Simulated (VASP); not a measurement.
# Pt (I4/mmm) in VASP: notebook

Pt is run at these levels: PBE; tasks: single point.

Everything below comes from runs of VASP 6.6.1. Logs are shortened: lines on timing, memory, paths and dates and some standing lists are left out, and cuts for length are marked.

### 1 The cell of the first run

Symmetry: I4/mmm, No. 139, tetragonal system. Conventional cell: a = 2.700 Å, b = 2.700 Å, c = 3.916 Å, α = 90.00°, β = 90.00°, γ = 90.00°. Within 3.6 Å of Pt (site symmetry 4/mmm) lie 12 Pt at 2.70 to 2.73 Å.

### 2 Single point, PBE (strain -0.025 along x and y, +0.000 along z)

Contents of INCAR:

```
PREC = Accurate
ENCUT = 520
EDIFF = 1E-6
ISMEAR = 0
SIGMA = 0.15
LREAL = F
LASPH = T
NELM = 80
ALGO = Normal
ISIF = 2
LWAVE = F
LCHARG = F
GGA = PE
NBANDS = 11
```

Contents of KPOINTS:

```
Automatic mesh
0
Gamma
  20 20 20
```

Contents of POSCAR:

```
Pt
1.0
    0.0000000000      1.9089525000      1.9579000000
    1.9089525000      0.0000000000      1.9579000000
    1.9089525000      1.9089525000      0.0000000000
Pt
1
Direct
    0.0000000000      0.0000000000      0.0000000000
```

Potentials or basis: VASP PAW PBE potentials, release 64 (Pt).

Run with:

```
> cat potpaw_PBE.64/Pt/POTCAR > POTCAR
> mpirun -np 1 vasp_std > vasp.out
```

OUTCAR:

```text
PREC = Accurate
   ENCUT = 520
   EDIFF = 1E-6
   ISMEAR = 0
   LREAL = F
   LASPH = T
   NELM = 80
   ISIF = 2
   GGA = PE

 ion  position               nearest neighbor table
   1  0.000  0.000  0.000-

  LATTYP: Found a body centered tetragonal cell.
 ALAT       =     2.6996665154
 C/A-ratio  =     1.4504754486

  Lattice vectors:

 A1 = (  -1.9089525000,   0.0000000000,   1.9579000000)
 A2 = (   1.9089525000,   0.0000000000,   1.9579000000)
 A3 = (   0.0000000000,   1.9089525000,  -1.9579000000)

Analysis of symmetry for initial positions (statically):
=====================================================================
 Subroutine PRICEL returns:
 Original cell was already a primitive cell.

 Routine SETGRP: Setting up the symmetry group for a
 body centered tetragonal supercell.

 Subroutine GETGRP returns: Found 16 space group operations
 (whereof 16 operations were pure point group operations)
 out of a pool of 16 trial point group operations.

The static configuration has the point symmetry D_4h.

Analysis of symmetry for dynamics (positions and initial velocities):
=====================================================================
 Subroutine PRICEL returns:
 Original cell was already a primitive cell.

 Routine SETGRP: Setting up the symmetry group for a
 body centered tetragonal supercell.

 Subroutine GETGRP returns: Found 16 space group operations
 (whereof 16 operations were pure point group operations)
 out of a pool of 16 trial point group operations.

The dynamic configuration has the point symmetry D_4h.

 Subroutine INISYM returns: Found 16 space group operations
 (whereof 16 operations are pure point group operations),
 and found     1 'primitive' translations

----------------------------------------------------------------------------------------

                                     Primitive cell

  volume of cell :      14.2696

  direct lattice vectors                    reciprocal lattice vectors
     0.000000000  1.908952500  1.957900000    -0.261923751  0.261923751  0.255375658
     1.908952500  0.000000000  1.957900000     0.261923751 -0.261923751  0.255375658
     1.908952500  1.908952500  0.000000000     0.261923751  0.261923751 -0.255375658

  length of vectors
     2.734496673  2.734496673  2.699666515     0.449916470  0.449916470  0.449916470

  position of ions in fractional coordinates (direct lattice)
     0.000000000  0.000000000  0.000000000

  ion indices of the primitive-cell ions
   primitive index   ion index
[... 74 lines left out ...]
   LREAL  =      F    real-space projection
   EDIFFG = 0.1E-04   stopping-criterion for IOM
   NSW    =      0    number of steps for IOM
   IBRION =     -1    ionic relax: 0-MD 1-quasi-New 2-CG
   NFREE  =      0    steps in history (QN), initial steepest desc. (CG)
   ISIF   =      2    stress and relaxation
   ISYM   =      2    0-nonsym 1-usesym 2-fastsym
   POTIM  = 0.5000    time-step for ionic-motion
   TEBEG  =    0.0;   TEEND  =   0.0 temperature during run
   PSTRESS=    0.0 pullay stress
   NELECT =      10.0000    total number of electrons
   NUPDOWN=      -1.0000    fix difference up-down
   EMIN   =  10.00;   EMAX   =-10.00  energy-range for DOS
   EFERMI =   0.00;   METHOD = LEGACY
   ISMEAR =     0;   SIGMA  =   0.15  broadening in eV -4-tet -1-fermi 0-gaus
   EFERMI_NEDOS =   21; number of points for ismear=-14 and -15
   IALGO  =     38    algorithm
   IMIX   =      4    mixing-type and parameters
     AMIX     =   0.40;   BMIX     =  1.00
     AMIX_MAG =   1.60;   BMIX_MAG =  1.00
  volume/ion in A,a.u.               =      14.27        96.30
  Fermi-wavevector in a.u.,A,eV,Ry     =   1.454135  2.747916 28.769617  2.114507
  Thomas-Fermi vector in A             =   2.571320
   LORBIT       =      0    0 simple, 1 ext, 2 COOP (PROOUT), +10 PAW based schemes
   GGA     = PE    functional components
   LHFCALC =     F    Hartree Fock is set to
   AEXX    =    0.0000 exact exchange contribution
   IVDW    =     0    specifies the selected vdW correction
   LEPSILON=     F    determine dielectric tensor
   LRPA    =     F    only Hartree local field effects (RPA)
 non-spin polarized calculation
 Gauss-broadening in eV      SIGMA  =   0.15
  energy-cutoff  :      520.00
  volume of cell :       14.27
 maximum number of plane-waves:       396
   NGX = 11   NGY = 11   NGZ =  9

 number of electron      10.0000000 magnetization

 number of electron       9.9999999 magnetization

 Free energy of the ion-electron system (eV)
  ---------------------------------------------------
  ext. energy  EPLUGINS =         0.00000000
  ---------------------------------------------------
  free energy    TOTEN  =        -5.99589556 eV

  energy without entropy =       -5.97801245  energy(sigma->0) =       -5.98695400

 E-fermi :  12.3729     XC(G=0): -13.8244

 val. band max:       12.3677735843   @ k =  -0.4500   0.0000   0.2500
 cond. band min:      12.3742569552   @ k =   0.4500  -0.0000   0.0500
 fundamental gap:      0.0064833710
 Fermi energy:        12.3729128214

 k-point     1 :       0.0000    0.0000    0.0000
  band No.  band energies     occupation
      1       1.5081      2.00000
      2       8.0105      2.00000
      3       8.3343      2.00000
      4       8.3343      2.00000
      5      10.3853      2.00000
      6      10.7738      2.00000
      7      26.8358      0.00000
      8      31.6334      0.00000
      9      32.3517      0.00000
     10      32.3517      0.00000
     11      37.6758      0.00000
[... 309 lines left out ...]
 k-point    24 :      -0.3500    0.0500    0.0000
  band No.  band energies     occupation
      1       4.4933      2.00000
      2       8.1450      2.00000
      3       8.5422      2.00000
      4       9.2233      2.00000
      5      11.4863      2.00000
      6      12.2743      1.64759
      7      21.8722      0.00000
      8      27.4028      0.00000
      9      32.3007      0.00000
     10      34.2269      0.00000
     11      38.0222      0.00000

 [... further k-points ...]
[... 5 lines left out ...]
  --------------------------------------------------------------------------------------
  -------------------------------------------------------------------------------------
  Total        2.6767072      2.6767072      2.3547160      0.0000000      0.0000000     -0.0000000
  in kB      300.5389112    300.5389112    264.3859507      0.0000000      0.0000000     -0.0000000
  external PRESSURE =     288.4879244 kB  Pullay stress =       0.0000000 kB

 VOLUME and BASIS-vectors are now :
 -----------------------------------------------------------------------------
  energy-cutoff  :      520.00
  volume of cell :       14.27
      direct lattice vectors                 reciprocal lattice vectors
     0.000000000  1.908952500  1.957900000    -0.261923751  0.261923751  0.255375658
     1.908952500  0.000000000  1.957900000     0.261923751 -0.261923751  0.255375658
     1.908952500  1.908952500  0.000000000     0.261923751  0.261923751 -0.255375658

 POSITION                                       TOTAL-FORCE (eV/Angst)
 -----------------------------------------------------------------------------------
      0.00000      0.00000      0.00000        -0.000000     -0.000000      0.000000
 -----------------------------------------------------------------------------------
    total drift:                               -0.000000     -0.000000     -0.000000

  FREE ENERGIE OF THE ION-ELECTRON SYSTEM (eV)
  ---------------------------------------------------
  free  energy   TOTEN  =        -5.9958955552 eV

  energy  without entropy=       -5.9780124521  energy(sigma->0) =       -5.98695400
```

OSZICAR:

```text
N       E                     dE             d eps       ncg     rms          rms(c)
DAV:   1     0.407571676226E+02    0.40757E+02   -0.54207E+03 14382   0.853E+02
DAV:   2    -0.576363218684E+01   -0.46521E+02   -0.44723E+02 16170   0.180E+02
DAV:   3    -0.635984139910E+01   -0.59621E+00   -0.59421E+00 16501   0.195E+01
DAV:   4    -0.636211223715E+01   -0.22708E-02   -0.22707E-02 16308   0.141E+00
DAV:   5    -0.636212919764E+01   -0.16960E-04   -0.16960E-04 16592   0.112E-01    0.153E+01
DAV:   6    -0.604568649231E+01    0.31644E+00   -0.63783E-01 15263   0.652E+00    0.815E+00
DAV:   7    -0.599988904687E+01    0.45797E-01   -0.16023E-01 16283   0.318E+00    0.256E+00
DAV:   8    -0.599605839657E+01    0.38307E-02   -0.79213E-03 15422   0.789E-01    0.539E-01
DAV:   9    -0.599589048357E+01    0.16791E-03   -0.13276E-04 16019   0.105E-01    0.314E-02
DAV:  10    -0.599589546042E+01   -0.49769E-05   -0.38330E-06 18543   0.145E-02    0.148E-03
DAV:  11    -0.599589555517E+01   -0.94751E-07   -0.40038E-08  8566   0.186E-03
   1 F= -.59958956E+01 E0= -.59869540E+01  d E =-.178831E-01
```

stdout:

```text
POSCAR found type information on POSCAR Pt
 POSCAR found :  1 types and       1 ions
 scaLAPACK will be used
 LDA part: xc-table for (Slater+PW92), standard interpolation
 POSCAR, INCAR and KPOINTS ok, starting setup
 FFT: planning ... GRIDC
 FFT: planning ... GRID_SOFT
 FFT: planning ... GRID
 WAVECAR not read
 entering main loop
```

Wall time 2.8 min (1 thread of AMD EPYC 7R13, shared host); peak memory 0.18 GiB.

What came out:

| Quantity | Value |
| --- | --- |
| Free energy | -5.9959 eV |
| Pressure | 28.8 GPa |
| Band gap on the k mesh | zero (band 5 reaches 13.07 eV, above the bottom of band 6 at 10.46 eV) |

Stress tensor (GPa, compression positive):
```
30.05  0.00  0.00
 0.00 30.05  0.00
 0.00  0.00 26.44
```

Levels at points of the mesh, in eV from the Fermi level:
```
           k point  band 2  band 3  band 4  band 5  band 6  band 7  band 8  band 9
(0.00, 0.00, 0.00)   -4.36   -4.04   -4.04   -1.99   -1.60   14.46   19.26   19.98
(0.50, 0.00, 0.00)   -4.39   -4.07   -0.71   -0.03    0.13    6.29   14.02   19.13
(0.50, 0.50, 0.00)   -7.23    0.03    0.53    0.53    1.33    9.05   11.87   11.87
(0.50, 0.00, 0.50)   -7.23   -0.01    0.41    0.70    1.84    9.74   11.30   11.52
```

Caveat: the cell differs from its parent crystal (strain -0.025 along x and y, +0.000 along z); spin-orbit coupling is left out, which moves the levels of the heavy elements.

### 3 Single point, PBE (strain +0.000 along x and y, -0.025 along z)

Contents of INCAR:

```
SYSTEM = Pt
PREC = Accurate
ENCUT = 520
EDIFF = 1E-7
ISMEAR = 0
SIGMA = 0.15
LREAL = .FALSE.
LASPH = .TRUE.
NELM = 100
ALGO = Normal
ISIF = 2
LWAVE = .FALSE.
LCHARG = .FALSE.
GGA = PE
NBANDS = 11
```

Contents of KPOINTS:

```
regular mesh
0
G
  20 20 20
  0 0 0
```

Contents of POSCAR:

```
Pt
1.0
    0.0000000000      1.9579000000      1.9089525000
    1.9579000000      0.0000000000      1.9089525000
    1.9579000000      1.9579000000      0.0000000000
Pt
1
Direct
    0.0000000000      0.0000000000      0.0000000000
```

Potentials or basis: VASP PAW PBE potentials, release 64 (Pt).

Run with:

```
> cat potpaw_PBE.64/Pt/POTCAR > POTCAR
> mpirun -np 1 vasp_std > vasp.out
```

Run time: 3.3 min. Hardware: 1 thread of AMD EPYC 7R13, shared host; peak memory 0.19 GiB.

The run converged. Its results:

| Property | Result |
| --- | --- |
| Free energy | -6.0514 eV |
| Pressure | 19.4 GPa |
| Band gap on the k mesh | zero (band 5 reaches 12.50 eV, above the bottom of band 6 at 10.06 eV) |

Stress tensor (GPa, compression positive):
```
18.54  0.00  0.00
 0.00 18.54  0.00
 0.00  0.00 21.10
```

Levels at points of the mesh, in eV from the Fermi level:
```
           k point  band 1  band 2  band 3  band 4  band 5  band 6  band 7  band 8  band 9  band 10
(0.00, 0.00, 0.00)  -10.57   -4.08   -4.08   -3.78   -1.90   -1.54   14.55   19.45   19.45    20.16
(0.50, 0.00, 0.00)   -7.65   -4.21   -3.90   -0.60   -0.04    0.12    6.08   14.10   18.94    19.44
(0.50, 0.50, 0.00)   -7.40   -6.95   -0.01    0.53    0.53    2.06    9.66   11.18   11.18    20.28
(0.50, 0.00, 0.50)   -7.44   -6.94    0.01    0.39    0.64    1.55    8.99   11.54   11.74    20.66
```

Caveat: the cell differs from its parent crystal (strain +0.000 along x and y, -0.025 along z); spin-orbit coupling is left out, which moves the levels of the heavy elements.
